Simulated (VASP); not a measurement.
Runs of VASP 6.6.1 on Rh. The structure is that of space group Fm-3m (No. 225), or close to it. The cells are those of the table. 

```tsv
task	cell	gap on the mesh (eV)	pressure (GPa)
single point	a = 2.725 Å, angles 60.0°, 1 atom	none	(a)
single point	a = 2.689 Å, angles 60.0°, 1 atom	none	-10.4
electric field gradients	a = 2.653 Å, angles 60.0°, 1 atom	none	1.5
single point	a = 2.703, b = 2.703, c = 2.716 Å, angles 59.8, 59.8, 60.3°, 1 atom	none	-15.3
electric field gradients	a = 2.634 Å, angles 60.0°, 1 atom	none	(b)
```

Alike in all rows: level LDA; potentials or basis VASP PAW LDA potentials, release 64 (Rh_pv); no spin polarisation; k mesh 16 × 16 × 16; cutoff (eV) 520; smearing fermi-dirac 0.03 eV.

Fill in the values left out.

(a) -19.6; (b) 8.7.

A k mesh can miss the band edges, and the runs leave out spin-orbit coupling on Rh.

A gap of «none» marks levels without a gap at the run's occupations.
